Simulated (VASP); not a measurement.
# Al3Zn4Ga5O16 (P1) in VASP: single point with HSE06

Aim: the single point of Al3Zn4Ga5O16 with HSE06.

All numbers are computed with VASP 6.6.1; they aren't measurements. Logs are shortened: lines on timing, memory, paths and dates and some standing lists are left out, and cuts for length are marked.

## (1) The cell of the first run

The typed cell holds 56 atoms: a = 8.248 Å, b = 8.248 Å, c = 8.248 Å, α = 90.00°, β = 90.00°, γ = 90.00°.

## (2) Single point, HSE06

POSCAR reads:

```
Al3Zn4Ga5O16
1.0
    8.2479840000      0.0000000000      0.0000000000
    0.0000000000      8.2479840000      0.0000000000
    0.0000000000      0.0000000000      8.2479840000
Zn Ga O Al
8 10 32 6
Direct
    0.8773160000      0.3771340000      0.3762740000
    0.3729500000      0.8727970000      0.3761350000
    0.3731490000      0.3767990000      0.8720200000
    0.1253500000      0.1233710000      0.1209110000
    0.8768960000      0.8730690000      0.8723430000
    0.6255390000      0.6275650000      0.1209260000
    0.6254120000      0.1235580000      0.6291920000
    0.1252050000      0.6272010000      0.6284360000
    0.4982740000      0.9983330000      0.9978390000
    0.7506600000      0.2507380000      0.9968440000
    0.7518210000      0.9987980000      0.2484960000
    0.0003630000      0.5026630000      0.9969880000
    0.0018890000      0.9990330000      0.5009210000
    0.5007180000      0.5006650000      0.5025270000
    0.2498950000      0.2496130000      0.5024310000
    0.2500630000      0.5030640000      0.2488990000
    0.5003400000      0.2501700000      0.2496590000
    0.7513430000      0.7487020000      0.5007910000
    0.5110590000      0.0093520000      0.2382320000
    0.7413100000      0.2396370000      0.2375580000
    0.5102740000      0.2386070000      0.0091010000
    0.7383070000      0.0105850000      0.0082910000
    0.0099390000      0.5187080000      0.2383120000
    0.2349760000      0.7437010000      0.2319090000
    0.0167530000      0.7430460000      0.0140440000
    0.2399900000      0.5197230000      0.0077260000
    0.0158150000      0.0154730000      0.7419290000
    0.2339510000      0.2334280000      0.7432690000
    0.0104710000      0.2397770000      0.5176570000
    0.2408740000      0.0090710000      0.5194140000
    0.2595650000      0.2616670000      0.2606090000
    0.4901030000      0.4910380000      0.2614570000
    0.4892530000      0.2608480000      0.4903540000
    0.2613690000      0.4898120000      0.4899960000
    0.5162410000      0.5160570000      0.7428170000
    0.7342460000      0.7341550000      0.7424520000
    0.5099210000      0.7403840000      0.5186760000
    0.7407070000      0.5100860000      0.5183970000
    0.7685760000      0.7586230000      0.2584870000
    0.9920480000      0.9833500000      0.2594050000
    0.9921240000      0.7591810000      0.4818230000
    0.7623570000      0.9876860000      0.4895560000
    0.7663850000      0.2660290000      0.7569730000
    0.9841580000      0.4848840000      0.7567410000
    0.9911050000      0.2614870000      0.9813220000
    0.7604950000      0.4910850000      0.9806270000
    0.2634310000      0.7644190000      0.7645950000
    0.4831410000      0.9827030000      0.7577380000
    0.4822560000      0.7580990000      0.9832130000
    0.2580910000      0.9833910000      0.9823410000
    0.2491920000      0.7518090000      0.9978050000
    0.2491410000      0.9985700000      0.7512530000
    0.7502630000      0.5003050000      0.7496420000
    0.0020630000      0.7513130000      0.2475990000
    0.0002280000      0.2501080000      0.7495770000
    0.4986160000      0.7491580000      0.7512450000
```

INCAR.step1 reads:

```
PREC = Accurate
ENCUT = 520
EDIFF = 1E-5
ISMEAR = -1
SIGMA = 0.05
LREAL = Auto
LASPH = T
NELM = 100
ALGO = Normal
ISIF = 2
LWAVE = T
GGA = PE
NBANDS = 252
LUSENCCL = F
```

INCAR.step2 reads:

```
PREC = Accurate
ENCUT = 520
EDIFF = 1E-6
ISMEAR = -1
SIGMA = 0.05
LREAL = Auto
LASPH = T
NELM = 100
ALGO = Normal
ISIF = 2
LWAVE = F
LCHARG = T
GGA = PE
LHFCALC = T
HFSCREEN = 0.2079
PRECFOCK = Fast
LELF = T
LVHAR = T
ISTART = 1
NBANDS = 252
LUSENCCL = F
```

KPOINTS reads:

```
Automatic mesh
0
Gamma
  1 1 1
```

Potentials or basis: VASP PAW PBE potentials, release 64 (Zn, Ga_d, O, Al).

The run is started by

```console
cat potpaw_PBE.64/Zn/POTCAR potpaw_PBE.64/Ga_d/POTCAR potpaw_PBE.64/O/POTCAR potpaw_PBE.64/Al/POTCAR > POTCAR
cp INCAR.step1 INCAR
mpirun -np 1 vasp_gam > vasp.out
cp INCAR.step2 INCAR
mpirun -np 1 vasp_gam > vasp.out
```

OUTCAR:

```text
PREC = Accurate
   ENCUT = 520
   EDIFF = 1E-6
   ISMEAR = -1
   LREAL = Auto
   LASPH = T
   NELM = 100
   ISIF = 2
   GGA = PE
   LHFCALC = T
   HFSCREEN = 0.2079
   PRECFOCK = Fast
   ISTART = 1

 ion  position               nearest neighbor table
   1  0.877  0.377  0.376-  38 1.96  29 1.96  20 1.96  23 1.96
   2  0.373  0.873  0.376-  24 1.96  30 1.96  37 1.96  19 1.96
   3  0.373  0.377  0.872-  28 1.96  35 1.96  26 1.96  21 1.96
   4  0.125  0.123  0.121-  50 1.96  40 1.96  45 1.96  31 1.96
   5  0.877  0.873  0.872-  36 1.96  25 1.96  27 1.96  22 1.96
   6  0.626  0.628  0.121-  46 1.96  49 1.96  39 1.96  32 1.96
   7  0.625  0.124  0.629-  43 1.96  48 1.96  33 1.96  42 1.96
   8  0.125  0.627  0.628-  47 1.96  34 1.96  44 1.96  41 1.96
   9  0.498  0.998  0.998-  22 1.98  21 1.99  19 1.99  48 1.99  50 1.99  49 1.99  51 2.89  52 2.89
                            56 2.89
  10  0.751  0.251  0.997-  22 1.99  43 1.99  21 1.99  46 1.99  20 1.99  45 1.99  53 2.90  55 2.90

  11  0.752  0.999  0.248-  22 1.99  39 1.99  40 1.99  19 1.99  20 1.99  42 1.99  54 2.90
  12  0.000  0.503  0.997-  26 1.98  46 1.99  44 1.99  25 1.99  45 1.99  23 2.00  53 2.90  51 2.90
                            54 2.91  55 2.92
  13  0.002  0.999  0.501-  30 1.98  42 1.98  41 1.99  29 1.99  27 2.00  40 2.00  52 2.90  15 2.91
                            55 2.91  54 2.92
  14  0.501  0.501  0.503-  34 1.98  33 1.98  37 1.98  38 1.99  35 1.99  32 1.99  53 2.90  56 2.90
                            18 2.91
  15  0.250  0.250  0.502-  33 1.98  29 1.98  34 1.99  30 1.99  28 2.00  31 2.00  55 2.90  13 2.91
                            52 2.92
  16  0.250  0.503  0.249-  32 1.99  23 1.99  24 1.99  34 1.99  31 1.99  26 2.00  54 2.89  51 2.92

  17  0.500  0.250  0.250-  21 1.99  33 1.99  31 1.99  19 1.99  32 1.99  20 1.99
  18  0.751  0.749  0.501-  38 1.98  42 1.98  41 1.99  37 2.00  36 2.00  39 2.01  53 2.90  14 2.91
                            56 2.93  54 2.94
  19  0.511  0.009  0.238-   2 1.96   9 1.99  11 1.99  17 1.99
  20  0.741  0.240  0.238-   1 1.96  10 1.99  11 1.99  17 1.99
  21  0.510  0.239  0.009-   3 1.96   9 1.99  10 1.99  17 1.99
  22  0.738  0.011  0.008-   5 1.96   9 1.98  10 1.99  11 1.99
  23  0.010  0.519  0.238-  54 1.92   1 1.96  16 1.99  12 2.00
  24  0.235  0.744  0.232-  54 1.93  51 1.94   2 1.96  16 1.99
[... 24 lines left out ...]
  49  0.482  0.758  0.983-  56 1.92  51 1.93   6 1.96   9 1.99
  50  0.258  0.983  0.982-  52 1.91  51 1.92   4 1.96   9 1.99
  51  0.249  0.752  0.998-  50 1.92  26 1.92  25 1.92  49 1.93  47 1.93  24 1.94  52 2.88   9 2.89
                            56 2.89  54 2.90  12 2.90  16 2.92
  52  0.249  0.999  0.751-  50 1.91  30 1.92  27 1.93  48 1.94  47 1.94  28 1.94  51 2.88   9 2.89
                            13 2.90  56 2.91  15 2.92  55 2.92
  53  0.750  0.500  0.750-  46 1.91  38 1.91  36 1.93  44 1.93  35 1.94  43 1.94  14 2.90  10 2.90
                            18 2.90  12 2.90  55 2.92  56 2.92
  54  0.002  0.751  0.248-  40 1.92  23 1.92  24 1.93  39 1.93  25 1.93  41 1.93  16 2.89  51 2.90
                            11 2.90  12 2.91  13 2.92  18 2.94
  55  0.000  0.250  0.750-  45 1.92  29 1.92  28 1.93  43 1.93  27 1.94  44 1.94  15 2.90  10 2.90
                            13 2.91  12 2.92  53 2.92  52 2.92
  56  0.499  0.749  0.751-  49 1.92  37 1.92  35 1.93  48 1.93  47 1.95  36 1.95   9 2.89  51 2.89
                            14 2.90  52 2.91  53 2.92  18 2.93

  LATTYP: Found a simple cubic cell.
 ALAT       =     8.2479840000

  Lattice vectors:

 A1 = (   8.2479840000,   0.0000000000,   0.0000000000)
 A2 = (   0.0000000000,   8.2479840000,   0.0000000000)
 A3 = (   0.0000000000,   0.0000000000,   8.2479840000)

Analysis of symmetry for initial positions (statically):
=====================================================================
 Subroutine PRICEL returns:
 Original cell was already a primitive cell.

 Routine SETGRP: Setting up the symmetry group for a
 simple cubic supercell.

 Subroutine GETGRP returns: Found  1 space group operations
 (whereof  1 operations were pure point group operations)
 out of a pool of 48 trial point group operations.

The static configuration has the point symmetry C_1 .

Analysis of symmetry for dynamics (positions and initial velocities):
[... 161 lines left out ...]
     0.000000000  0.000000000  0.121241748     0.000000000  0.000000000  1.000000000

  Length of vectors
     0.121241748  0.121241748  0.121241748

  Shift w.r.t. Gamma in fractional coordinates (k-lattice)
     0.000000000  0.000000000  0.000000000

 Subroutine IBZKPT returns following result:
 ===========================================

 Found      1 irreducible k-points:

 Following reciprocal coordinates:
            Coordinates               Weight
  0.000000  0.000000  0.000000      1.000000
   k-points           NKPTS =      1   k-points in BZ     NKDIM =      1   number of bands    NBANDS=    252
   number of dos      NEDOS =    301   number of ions     NIONS =     56
   total plane-waves  NPLWV = 262144
   dimension x,y,z NGX =    64 NGY =   64 NGZ =   64
   dimension x,y,z NGXF=   128 NGYF=  128 NGZF=  128
   ions per type =               8  10  32   6
   NGX,Y,Z   is equivalent  to a cutoff of  12.90, 12.90, 12.90 a.u.
   NGXF,Y,Z  is equivalent  to a cutoff of  25.80, 25.80, 25.80 a.u.
 SYSTEM =  unknown system
   PREC   = accura    normal or accurate (medium, high low for compatibility)
   ISTART =      1    job   : 0-new  1-cont  2-samecut
   ICHARG =      0    charge: 1-file 2-atom 10-const
   ISPIN  =      1    spin polarized calculation?
   LNONCOLLINEAR =      F non collinear calculations
   LSORBIT =      F    spin-orbit coupling
   LASPH  =      T    aspherical Exc in radial PAW
   ENCUT  =  520.0 eV  38.22 Ry    6.18 a.u.  15.34 15.34 15.34*2*pi/ulx,y,z
   NELM   =    100;   NELMIN=  2; NELMDL=  0     # of ELM steps
   EDIFF  = 0.1E-05   stopping-criterion for ELM
   LREAL  =      T    real-space projection
   EDIFFG = 0.1E-04   stopping-criterion for IOM
   NSW    =      0    number of steps for IOM
   IBRION =     -1    ionic relax: 0-MD 1-quasi-New 2-CG
   NFREE  =      0    steps in history (QN), initial steepest desc. (CG)
   ISIF   =      2    stress and relaxation
   ISYM   =      3    0-nonsym 1-usesym 2-fastsym
   POTIM  = 0.5000    time-step for ionic-motion
   TEBEG  =    0.0;   TEEND  =   0.0 temperature during run
   PSTRESS=    0.0 pullay stress
   NELECT =     436.0000    total number of electrons
   NUPDOWN=      -1.0000    fix difference up-down
   EMIN   =  10.00;   EMAX   =-10.00  energy-range for DOS
   EFERMI =   0.00;   METHOD = LEGACY
   ISMEAR =    -1;   SIGMA  =   0.05  broadening in eV -4-tet -1-fermi 0-gaus
   EFERMI_NEDOS =   21; number of points for ismear=-14 and -15
   IALGO  =     38    algorithm
   IMIX   =      1    mixing-type and parameters
     AMIX     =   0.40;   BMIX     =  1.00
     AMIX_MAG =   1.60;   BMIX_MAG =  1.00
  volume/ion in A,a.u.               =      10.02        67.62
  Fermi-wavevector in a.u.,A,eV,Ry     =   1.505067  2.844164 30.820282  2.265227
  Thomas-Fermi vector in A             =   2.615964
   LORBIT       =      0    0 simple, 1 ext, 2 COOP (PROOUT), +10 PAW based schemes
   GGA     = PE    functional components
   LHFCALC =     T    Hartree Fock is set to
   PRECFOCK=fast      Normal, Fast or Accurate (Low or Medium for compatibility)
   ENCUT4O =  -1.0   cutoff for four orbital integrals eV
   NKREDX  =     1    reduce k-point grid by
   NKREDY  =     1    reduce k-point grid by
   NKREDZ  =     1    reduce k-point grid by
   AEXX    =    0.2500 exact exchange contribution
   HFSCREEN=    0.2079 screening length (either q_TF or 0.3 A-1)
   HFSCREENC=   0.2079 screening length for correlation (either q_TF or 0.3 A-1)
   ENCUTFOCK=  -1.0 apply spherical cutoff to Coloumb kernel
   IVDW    =     0    specifies the selected vdW correction
   LEPSILON=     F    determine dielectric tensor
   LRPA    =     F    only Hartree local field effects (RPA)
 non-spin polarized calculation
  energy-cutoff  :      520.00
  volume of cell :      561.10
 maximum number of plane-waves:      7602
 NGX is ok and might be reduce to    64
  NGX = 32; NGY = 32; NGZ = 32

 number of electron     436.0000043 magnetization

 Free energy of the ion-electron system (eV)
  ---------------------------------------------------
  ext. energy  EPLUGINS =         0.00000000
  ---------------------------------------------------
  free energy    TOTEN  =      -417.27741521 eV

  energy without entropy =     -417.27741521  energy(sigma->0) =     -417.27741521

 E-fermi :   3.5016     XC(G=0):  -9.4840

 val. band max:        2.1954755758   @ k =   0.0000   0.0000   0.0000
 cond. band min:       7.2063860150   @ k =   0.0000   0.0000   0.0000
 fundamental gap:      5.0109104392
 Fermi energy:         3.5015831662

 k-point     1 :       0.0000    0.0000    0.0000
  band No.  band energies     occupation
      1     -18.0858      2.00000
      2     -17.3098      2.00000
      3     -17.2919      2.00000
      4     -17.2859      2.00000
      5     -17.2842      2.00000
      6     -17.2757      2.00000
[... 222 lines left out ...]
    229      11.2470      0.00000
    230      11.9397      0.00000
 [bands above 230 left out]

------------------------ aborting loop because EDIFF is reached ----------------------------------------

  FORCE on cell =-STRESS in cart. coord.  units (eV):
  Direction    XX          YY          ZZ          XY          YZ          ZX
  --------------------------------------------------------------------------------------
  -------------------------------------------------------------------------------------
  Total       -1.1170512     -1.0176125     -0.8611355      3.4210764      0.2508094      1.7438542
  in kB       -3.1896293     -2.9056919     -2.4588873      9.7685460      0.7161614      4.9794034
  external PRESSURE =      -2.8514029 kB  Pullay stress =       0.0000000 kB

 VOLUME and BASIS-vectors are now :
 -----------------------------------------------------------------------------
  energy-cutoff  :      520.00
  volume of cell :      561.10
      direct lattice vectors                 reciprocal lattice vectors
     8.247984000  0.000000000  0.000000000     0.121241748  0.000000000  0.000000000
     0.000000000  8.247984000  0.000000000     0.000000000  0.121241748  0.000000000
     0.000000000  0.000000000  8.247984000     0.000000000  0.000000000  0.121241748

 POSITION                                       TOTAL-FORCE (eV/Angst)
 -----------------------------------------------------------------------------------
      7.23609      3.11060      3.10350         0.011175      0.031343      0.049175
      3.07609      7.19882      3.10236        -0.000811      0.015783      0.032825
      3.07773      3.10783      7.19241         0.014996      0.028944      0.025760
      1.03388      1.01756      0.99727        -0.013493     -0.043228     -0.049170
      7.23262      7.20106      7.19507         0.029213      0.017922      0.039214
      5.15944      5.17615      0.99740        -0.013263     -0.017425     -0.047641
[... 48 lines left out ...]
      0.00188      2.06289      6.18250        -0.004805     -0.000541     -0.003134
      4.11258      6.17904      6.19626        -0.019116     -0.005173      0.015455
 -----------------------------------------------------------------------------------
    total drift:                                0.004471      0.007173     -0.005056

  FREE ENERGIE OF THE ION-ELECTRON SYSTEM (eV)
  ---------------------------------------------------
  free  energy   TOTEN  =      -417.2774152115 eV

  energy  without entropy=     -417.2774152114  energy(sigma->0) =     -417.27741521
```

Wall time 6.2 min (1 × NVIDIA H100 80GB with 1 thread of AMD EPYC 7R13 (Zen 3), shared host); peak memory 1.5 GiB.

Results:

```yaml
Free_energy: -417.2774 eV
Pressure: -0.3 GPa
Largest_force: 0.320 eV/Å
Band_gap_on_the_k_mesh: 5.01 eV
```

Forces on the atoms (eV/Å):
```
Zn   0.011  0.031  0.049
Zn  -0.001  0.016  0.033
Zn   0.015  0.029  0.026
Zn  -0.013 -0.043 -0.049
Zn   0.029  0.018  0.039
Zn  -0.013 -0.017 -0.048
Zn  -0.011 -0.018 -0.029
Zn  -0.009 -0.015 -0.022
Ga  -0.054 -0.050 -0.047
Ga   0.027  0.029 -0.054
Ga   0.028 -0.030  0.003
Ga  -0.006  0.023 -0.017
Ga   0.020  0.004  0.021
Ga   0.031  0.023  0.050
Ga  -0.023 -0.023  0.047
Ga  -0.027  0.049 -0.021
Ga   0.005  0.001  0.002
Ga   0.002 -0.027  0.019
O    0.170  0.158 -0.166
O   -0.158 -0.169 -0.182
O    0.158 -0.168  0.165
O   -0.173  0.162  0.150
O    0.156  0.171 -0.178
O   -0.158 -0.150 -0.164
O    0.162 -0.186  0.149
O   -0.182  0.172  0.144
O    0.144  0.142 -0.189
O   -0.157 -0.150 -0.145
O    0.174 -0.183  0.175
O   -0.186  0.162  0.183
O    0.155  0.166  0.161
O   -0.162 -0.160  0.175
O   -0.178  0.174 -0.168
O    0.179 -0.166 -0.156
O    0.158  0.155 -0.195
O   -0.137 -0.150 -0.144
O    0.155 -0.186  0.170
O   -0.194  0.170  0.189
O    0.171  0.164  0.150
O   -0.162 -0.174  0.185
O   -0.147  0.186 -0.161
O    0.170 -0.171 -0.158
O    0.160  0.156  0.166
O   -0.151 -0.140  0.180
O   -0.156  0.177 -0.169
O    0.183 -0.160 -0.183
O    0.126  0.139  0.153
O   -0.151 -0.155  0.189
O   -0.168  0.199 -0.157
O    0.204 -0.170 -0.169
Al  -0.003  0.017 -0.014
Al  -0.005 -0.019  0.015
Al  -0.001 -0.007 -0.002
Al   0.016  0.000 -0.015
Al  -0.005 -0.001 -0.003
Al  -0.019 -0.005  0.015
```

Caveat: the k points lie up to 0.76 Å⁻¹ apart; the PAW data sets were made with another functional, which shifts forces and pressure a little; an odd mesh through Γ misses points on the zone boundary, where band edges can lie.
